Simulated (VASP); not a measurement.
Write the native input for VASP 6.6.1 that does the following.

- Task: relaxation of cell and atoms
- Functional: PBE
- Potentials or basis: VASP PAW PBE potentials, release 64 (Si, N)
- Cutoff: 600 eV
- k mesh: 4 × 6 × 4
- Occupations: gaussian, width 0.1 eV
- Spin: no spin polarisation
- Dipole correction: no
- Further INCAR settings: ALGO = Normal; EDIFF = 1e-06; IBRION = 2; EDIFFG = -0.04; NSW = 90; ISIF = 3

The structure of Si2N lies in POSCAR:

```
Si2N
1.0
    4.9055337094      0.0000000000      0.0000000000
    0.0000000000      2.7721649561      0.0000000000
   -1.2488995444      0.0000000000      5.3685208632
Si N
4 2
Direct
    0.2583839341      0.0000000000      0.0572838403
    0.2600721171      0.5000000000      0.5957696473
    0.7416160659      0.0000000000      0.9427161597
    0.7399278829      0.5000000000      0.4042303527
    0.6528512693      0.5000000000      0.7187908664
    0.3471487307      0.5000000000      0.2812091336
```

One way to write it, as run:

INCAR

```
  ALGO = Normal
  EDIFF = 1E-6
  EDIFFG = -0.04
  ENCUT = 600
  GGA = PE
  IBRION = 2
  ISIF = 3
  ISMEAR = 0
  LASPH = T
  LCHARG = F
  LREAL = F
  LWAVE = F
  NELM = 60
  NSW = 90
  PREC = Accurate
  SIGMA = 0.1
```

KPOINTS

```
k-points
0
Gamma
  4 6 4
```

Potentials or basis: VASP PAW PBE potentials, release 64 (Si, N).

Command:

```console
$ cat potpaw_PBE.64/Si/POTCAR potpaw_PBE.64/N/POTCAR > POTCAR
$ mpirun -np 1 vasp_std > vasp.out
```

Results of the run:

```yaml
Relaxed_volume: 12.26 Å³/atom
Relaxed_cell: a = 4.896 Å, b = 2.802 Å, c = 5.520 Å, α = 90.00°, β = 103.84°, γ = 90.00°
Space_group_after_relaxing_to_0.1_Å: P2/m (No. 10)
Energy_gained_by_relaxing: 3.6 meV/atom
Ionic_steps: 6
Pressure_after_relaxing: 0.0 GPa
Largest_force_after_relaxing: 0.039 eV/Å
Band_gap_on_the_k_mesh: zero (bands 13 and 14 overlap by 2.87 eV)
```

Caveat: the k points lie up to 0.37 Å⁻¹ apart in the final cell, too coarse for converged energies and pressures of a metal.

Run time: 91 s on 1 thread of Intel(R) Xeon(R) Platinum 8559C (Emerald Rapids), on a shared host, peak memory 0.22 GiB.
